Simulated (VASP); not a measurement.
# KTaO3 (Pm-3m) in VASP: a series of runs

The runs below take KTaO3 through single point, with r2SCAN.

Program: VASP 6.6.1. These are calculated values, not measurements. Logs are shortened: lines on timing, memory, paths and dates and some standing lists are left out, and cuts for length are marked.

## 1. The cell of the first run

The structure is cubic, space group Pm-3m (No. 221). The conventional cell has a = 3.990 Å, b = 3.990 Å, c = 3.990 Å, α = 90.00°, β = 90.00°, γ = 90.00°. Within 3.7 Å of K (site symmetry m-3m) lie 12 O at 2.82 Å and 8 Ta at 3.46 Å. Within 2.6 Å of Ta (site symmetry m-3m) lie 6 O at 1.99 Å. O (site symmetry 4/mmm) has 2 Ta at 1.99 Å within 2.6 Å.

## 2. Single point, r2SCAN

POSCAR reads:

```
KTaO3
1.0
    3.9895772878      0.0000000000      0.0000000000
    0.0000000000      3.9895772878      0.0000000000
    0.0000000000      0.0000000000      3.9895772878
K Ta O
1 1 3
Direct
    0.5000000000      0.5000000000      0.5000000000
    0.0000000000      0.0000000000      0.0000000000
    0.5000000000      0.0000000000      0.0000000000
    0.0000000000      0.5000000000      0.0000000000
    0.0000000000      0.0000000000      0.5000000000
```

INCAR.step1 reads:

```
ALGO     = Normal         # electronic algorithm
EDIFF    = 1E-4           # SCF threshold, eV
ENCUT    = 520            # plane-wave cutoff, eV
GGA      = PE             # functional
ISMEAR   = -1             # smearing method
LASPH    = T              # aspherical terms in the spheres
LCHARG   = F              # write CHGCAR
LREAL    = F              # projectors in reciprocal space
LWAVE    = T              # write WAVECAR
NBANDS   = 27             # bands
NELM     = 60             # most SCF steps
PREC     = Accurate       # precision mode
SIGMA    = 0.02           # smearing width, eV
```

INCAR.step2 reads:

```
ALGO     = Normal         # electronic algorithm
EDIFF    = 1E-6           # SCF threshold, eV
ENCUT    = 520            # plane-wave cutoff, eV
ISIF     = 2              # what is computed and relaxed
ISMEAR   = -1             # smearing method
ISTART   = 1            
LASPH    = T              # aspherical terms in the spheres
LCHARG   = T              # write CHGCAR
LELF     = T              # ELF
LMIXTAU  = T            
LREAL    = F              # projectors in reciprocal space
LVHAR    = T            
LWAVE    = F              # write WAVECAR
METAGGA  = R2SCAN         # meta-GGA
NBANDS   = 27             # bands
NELM     = 60             # most SCF steps
PREC     = Accurate       # precision mode
SIGMA    = 0.02           # smearing width, eV
```

KPOINTS reads:

```
k-points
0
Gamma
  8 8 8
```

Potentials or basis: VASP PAW PBE potentials, release 64 (K_sv, Ta_pv, O).

The run is started by

```bash
$ cat potpaw_PBE.64/K_sv/POTCAR potpaw_PBE.64/Ta_pv/POTCAR potpaw_PBE.64/O/POTCAR > POTCAR
$ cp INCAR.step1 INCAR
$ mpirun -np 1 vasp_std > vasp.out
$ cp INCAR.step2 INCAR
$ mpirun -np 1 vasp_std > vasp.out
```

OUTCAR:

```text
EDIFF = 1E-6
   ENCUT = 520
   ISIF = 2
   ISMEAR = -1
   ISTART = 1
   LASPH = T
   LREAL = F
   METAGGA = R2SCAN
   NELM = 60
   PREC = Accurate

 ion  position               nearest neighbor table
   1  0.500  0.500  0.500-   3 2.82   4 2.82   5 2.82   3 2.82   4 2.82   3 2.82   5 2.82   3 2.82
                             4 2.82   5 2.82   4 2.82   5 2.82   2 3.46   2 3.46   2 3.46   2 3.46
   2  0.000  0.000  0.000-   3 1.99   4 1.99   5 1.99   5 1.99   4 1.99   3 1.99   1 3.46   1 3.46
                             1 3.46   1 3.46   1 3.46   1 3.46   1 3.46   1 3.46
   3  0.500  0.000  0.000-   2 1.99   2 1.99   1 2.82   1 2.82   1 2.82   1 2.82
   4  0.000  0.500  0.000-   2 1.99   2 1.99   1 2.82   1 2.82   1 2.82   1 2.82
   5  0.000  0.000  0.500-   2 1.99   2 1.99   1 2.82   1 2.82   1 2.82   1 2.82

  LATTYP: Found a simple cubic cell.
 ALAT       =     3.9895772878

  Lattice vectors:

 A1 = (   3.9895772878,   0.0000000000,   0.0000000000)
 A2 = (   0.0000000000,   3.9895772878,   0.0000000000)
 A3 = (   0.0000000000,   0.0000000000,   3.9895772878)

Analysis of symmetry for initial positions (statically):
=====================================================================
 Subroutine PRICEL returns:
 Original cell was already a primitive cell.

 Routine SETGRP: Setting up the symmetry group for a
 simple cubic supercell.

 Subroutine GETGRP returns: Found 48 space group operations
 (whereof 48 operations were pure point group operations)
 out of a pool of 48 trial point group operations.

The static configuration has the point symmetry O_h .

Analysis of symmetry for dynamics (positions and initial velocities):
=====================================================================
 Subroutine PRICEL returns:
 Original cell was already a primitive cell.

 Routine SETGRP: Setting up the symmetry group for a
 simple cubic supercell.

 Subroutine GETGRP returns: Found 48 space group operations
 (whereof 48 operations were pure point group operations)
 out of a pool of 48 trial point group operations.

The dynamic configuration has the point symmetry O_h .

 Subroutine INISYM returns: Found 48 space group operations
 (whereof 48 operations are pure point group operations),
 and found     1 'primitive' translations

----------------------------------------------------------------------------------------

                                     Primitive cell

  volume of cell :      63.5010

  direct lattice vectors                    reciprocal lattice vectors
     3.989577288  0.000000000  0.000000000     0.250653121  0.000000000  0.000000000
     0.000000000  3.989577288  0.000000000     0.000000000  0.250653121  0.000000000
     0.000000000  0.000000000  3.989577288     0.000000000  0.000000000  0.250653121

  length of vectors
     3.989577288  3.989577288  3.989577288     0.250653121  0.250653121  0.250653121

  position of ions in fractional coordinates (direct lattice)
     0.500000000  0.500000000  0.500000000
     0.000000000  0.000000000  0.000000000
     0.500000000  0.000000000  0.000000000
     0.000000000  0.500000000  0.000000000
     0.000000000  0.000000000  0.500000000

  ion indices of the primitive-cell ions
   primitive index   ion index
                 1           1
                 2           2
                 3           3
                 4           4
                 5           5

----------------------------------------------------------------------------------------

 KPOINTS: k-points

Automatic generation of k-mesh.
 Grid dimensions read from file:
 generate k-points for:    8    8    8

 Generating k-lattice:

  Cartesian coordinates                     Fractional coordinates (reciprocal lattice)
     0.031331640  0.000000000  0.000000000     0.125000000  0.000000000  0.000000000
     0.000000000  0.031331640  0.000000000     0.000000000  0.125000000  0.000000000
     0.000000000  0.000000000  0.031331640     0.000000000  0.000000000  0.125000000

  Length of vectors
     0.031331640  0.031331640  0.031331640

  Shift w.r.t. Gamma in fractional coordinates (k-lattice)
     0.000000000  0.000000000  0.000000000

 Subroutine IBZKPT returns following result:
 ===========================================

 Found     35 irreducible k-points:

 Following reciprocal coordinates:
            Coordinates               Weight
  0.000000  0.000000  0.000000      1.000000
  0.125000  0.000000  0.000000      6.000000
  0.250000  0.000000  0.000000      6.000000
  0.375000  0.000000  0.000000      6.000000
  0.500000  0.000000  0.000000      3.000000
  0.125000  0.125000  0.000000     12.000000
[... 16 lines left out ...]
  0.375000  0.375000  0.125000     24.000000
  0.500000  0.375000  0.125000     24.000000
 [... further k-points ...]
   k-points           NKPTS =     35   k-points in BZ     NKDIM =     35   number of bands    NBANDS=     27
   number of dos      NEDOS =    301   number of ions     NIONS =      5
   total plane-waves  NPLWV =  27000
   dimension x,y,z NGX =    30 NGY =   30 NGZ =   30
   dimension x,y,z NGXF=    60 NGYF=   60 NGZF=   60
   ions per type =               1   1   3
   NGX,Y,Z   is equivalent  to a cutoff of  12.50, 12.50, 12.50 a.u.
   NGXF,Y,Z  is equivalent  to a cutoff of  25.00, 25.00, 25.00 a.u.
 SYSTEM =  unknown system
   PREC   = accura    normal or accurate (medium, high low for compatibility)
   ISTART =      1    job   : 0-new  1-cont  2-samecut
   ICHARG =      0    charge: 1-file 2-atom 10-const
   ISPIN  =      1    spin polarized calculation?
   LNONCOLLINEAR =      F non collinear calculations
   LSORBIT =      F    spin-orbit coupling
   LASPH  =      T    aspherical Exc in radial PAW
   ENCUT  =  520.0 eV  38.22 Ry    6.18 a.u.   7.42  7.42  7.42*2*pi/ulx,y,z
   NELM   =     60;   NELMIN=  2; NELMDL=  0     # of ELM steps
   EDIFF  = 0.1E-05   stopping-criterion for ELM
   LREAL  =      F    real-space projection
   EDIFFG = 0.1E-04   stopping-criterion for IOM
   NSW    =      0    number of steps for IOM
   IBRION =     -1    ionic relax: 0-MD 1-quasi-New 2-CG
   NFREE  =      0    steps in history (QN), initial steepest desc. (CG)
   ISIF   =      2    stress and relaxation
   ISYM   =      2    0-nonsym 1-usesym 2-fastsym
   POTIM  = 0.5000    time-step for ionic-motion
   TEBEG  =    0.0;   TEEND  =   0.0 temperature during run
   PSTRESS=    0.0 pullay stress
   NELECT =      38.0000    total number of electrons
   NUPDOWN=      -1.0000    fix difference up-down
   EMIN   =  10.00;   EMAX   =-10.00  energy-range for DOS
   EFERMI =   0.00;   METHOD = LEGACY
   ISMEAR =    -1;   SIGMA  =   0.02  broadening in eV -4-tet -1-fermi 0-gaus
   EFERMI_NEDOS =   21; number of points for ismear=-14 and -15
   IALGO  =     38    algorithm
   IMIX   =      4    mixing-type and parameters
     AMIX     =   0.40;   BMIX     =  1.00
     AMIX_MAG =   1.60;   BMIX_MAG =  1.00
  volume/ion in A,a.u.               =      12.70        85.71
  Fermi-wavevector in a.u.,A,eV,Ry     =   1.379566  2.607002 25.894640  1.903202
  Thomas-Fermi vector in A             =   2.504524
   LORBIT       =      0    0 simple, 1 ext, 2 COOP (PROOUT), +10 PAW based schemes
   METAGGA = R2SCAN    functional components
   LHFCALC =     F    Hartree Fock is set to
   AEXX    =    0.0000 exact exchange contribution
   IVDW    =     0    specifies the selected vdW correction
   LEPSILON=     F    determine dielectric tensor
   LRPA    =     F    only Hartree local field effects (RPA)
 non-spin polarized calculation
  energy-cutoff  :      520.00
  volume of cell :       63.50
 maximum number of plane-waves:      1743
 NGX is ok and might be reduce to    30
   NGX = 15   NGY = 15   NGZ = 15

 number of electron      37.9999976 magnetization

 Free energy of the ion-electron system (eV)
  ---------------------------------------------------
  ext. energy  EPLUGINS =         0.00000000
  ---------------------------------------------------
  free energy    TOTEN  =       -87.16318359 eV

  energy without entropy =      -87.16318359  energy(sigma->0) =      -87.16318359

 E-fermi :   1.8527     XC(G=0): -11.5520

 val. band max:        1.4128974494   @ k =   0.5000   0.5000   0.5000
 cond. band min:       4.0094752197   @ k =   0.0000   0.0000   0.0000
 fundamental gap:      2.5965777703
 Fermi energy:         1.8527180969

 k-point     1 :       0.0000    0.0000    0.0000
  band No.  band energies     occupation
      1     -33.8700      2.00000
      2     -33.8700      2.00000
      3     -33.8700      2.00000
      4     -27.0375      2.00000
      5     -17.1355      2.00000
      6     -16.4673      2.00000
[... 19 lines left out ...]
     26      10.0458      0.00000
     27      10.0458      0.00000

 k-point     2 :       0.1250    0.0000    0.0000
  band No.  band energies     occupation
      1     -33.8849      2.00000
      2     -33.8695      2.00000
      3     -33.8695      2.00000
      4     -27.0335      2.00000
      5     -17.0892      2.00000
      6     -16.4640      2.00000
[... 19 lines left out ...]
     26      10.2518      0.00000
     27      10.2752      0.00000

 k-point     3 :       0.2500    0.0000    0.0000
  band No.  band energies     occupation
      1     -33.9206      2.00000
      2     -33.8682      2.00000
      3     -33.8682      2.00000
      4     -27.0239      2.00000
      5     -17.0350      2.00000
      6     -16.4563      2.00000
[... 19 lines left out ...]
     26      10.7677      0.00000
     27      11.1038      0.00000

 k-point     4 :       0.3750    0.0000    0.0000
  band No.  band energies     occupation
      1     -33.9558      2.00000
      2     -33.8670      2.00000
      3     -33.8670      2.00000
      4     -27.0143      2.00000
      5     -17.0280      2.00000
      6     -16.4488      2.00000
[... 19 lines left out ...]
     26      11.3173      0.00000
     27      12.4773      0.00000

 k-point     5 :       0.5000    0.0000    0.0000
  band No.  band energies     occupation
      1     -33.9703      2.00000
      2     -33.8665      2.00000
      3     -33.8665      2.00000
      4     -27.0104      2.00000
      5     -17.0320      2.00000
      6     -16.4452      2.00000
[... 19 lines left out ...]
     26      11.5583      0.00000
     27      12.6440      0.00000

 k-point     6 :       0.1250    0.1250    0.0000
  band No.  band energies     occupation
      1     -33.8845      2.00000
      2     -33.8842      2.00000
      3     -33.8690      2.00000
      4     -27.0298      2.00000
      5     -17.0322      2.00000
      6     -16.4126      2.00000
[... 444 lines left out ...]
      1     -33.9530      2.00000
      2     -33.9165      2.00000
      3     -33.8800      2.00000
      4     -27.0042      2.00000
      5     -16.6644      2.00000
      6     -16.1064      2.00000
[... 19 lines left out ...]
     26      12.1006      0.00000
     27      12.7679      0.00000

 k-point    22 :       0.5000    0.2500    0.1250
  band No.  band energies     occupation
      1     -33.9674      2.00000
      2     -33.9160      2.00000
      3     -33.8795      2.00000
      4     -27.0014      2.00000
      5     -16.6541      2.00000
      6     -16.1034      2.00000
[... 19 lines left out ...]
     26      12.3113      0.00000
     27      12.7895      0.00000

 k-point    23 :       0.3750    0.3750    0.1250
  band No.  band energies     occupation
      1     -33.9516      2.00000
      2     -33.9513      2.00000
      3     -33.8787      2.00000
      4     -26.9987      2.00000
      5     -16.5813      2.00000
      6     -15.7733      2.00000
[... 19 lines left out ...]
     26      12.4954      0.00000
     27      12.7719      0.00000

 k-point    24 :       0.5000    0.3750    0.1250
  band No.  band energies     occupation
      1     -33.9658      2.00000
      2     -33.9508      2.00000
      3     -33.8782      2.00000
      4     -26.9964      2.00000
      5     -16.5606      2.00000
      6     -15.7523      2.00000
[... 19 lines left out ...]
     26      12.8975      0.00000
     27      12.9409      0.00000

 [... further k-points ...]

------------------------ aborting loop because EDIFF is reached ----------------------------------------

  FORCE on cell =-STRESS in cart. coord.  units (eV):
  Direction    XX          YY          ZZ          XY          YZ          ZX
  --------------------------------------------------------------------------------------
  -------------------------------------------------------------------------------------
  Total        0.4045026      0.4045026      0.4045026      0.0000000     -0.0000000      0.0000000
  in kB       10.2058997     10.2058997     10.2058997      0.0000000     -0.0000000      0.0000000
  external PRESSURE =      10.2058997 kB  Pullay stress =       0.0000000 kB

 VOLUME and BASIS-vectors are now :
 -----------------------------------------------------------------------------
  energy-cutoff  :      520.00
  volume of cell :       63.50
      direct lattice vectors                 reciprocal lattice vectors
     3.989577288  0.000000000  0.000000000     0.250653121  0.000000000  0.000000000
     0.000000000  3.989577288  0.000000000     0.000000000  0.250653121  0.000000000
     0.000000000  0.000000000  3.989577288     0.000000000  0.000000000  0.250653121

 POSITION                                       TOTAL-FORCE (eV/Angst)
 -----------------------------------------------------------------------------------
      1.99479      1.99479      1.99479         0.000000      0.000000      0.000000
      0.00000      0.00000      0.00000         0.000000      0.000000      0.000000
      1.99479      0.00000      0.00000         0.000000      0.000000      0.000000
      0.00000      1.99479      0.00000         0.000000      0.000000      0.000000
      0.00000      0.00000      1.99479         0.000000      0.000000      0.000000
 -----------------------------------------------------------------------------------
    total drift:                                0.000000     -0.000000      0.000000

  FREE ENERGIE OF THE ION-ELECTRON SYSTEM (eV)
  ---------------------------------------------------
  free  energy   TOTEN  =       -87.1631835897 eV

  energy  without entropy=      -87.1631835897  energy(sigma->0) =      -87.16318359
```

Wall time 2.7 min (1 thread of Intel Xeon Platinum 8488C (Sapphire Rapids), shared host); peak memory 0.21 GiB.

Results:

```yaml
Free_energy: -87.1632 eV
Pressure: 1.0 GPa
Band_gap_on_the_k_mesh: 2.60 eV (least direct gap 3.25 eV)
```

Levels at points of the mesh, in eV from the valence-band top:
```csv
k point,band 17,band 18,band 19,band 20,band 21,band 22
"(0.00, 0.00, 0.00)",-0.65,-0.65,-0.65,2.60,2.60,2.60
"(0.50, 0.00, 0.00)",-1.54,-0.89,-0.89,2.75,5.43,5.43
"(0.50, 0.50, 0.00)",-1.46,-1.46,-0.04,5.47,5.47,6.78
"(0.50, 0.50, 0.50)",0.00,0.00,0.00,6.91,6.91,6.91
```

Caveat: the PAW data sets were made with another functional, which shifts forces and pressure a little; spin-orbit coupling is left out, which moves the levels of the heavy elements. r2SCAN opens gaps a little over a GGA but as a rule still falls short of measured ones.

(Part 1 of 2 ends here.)
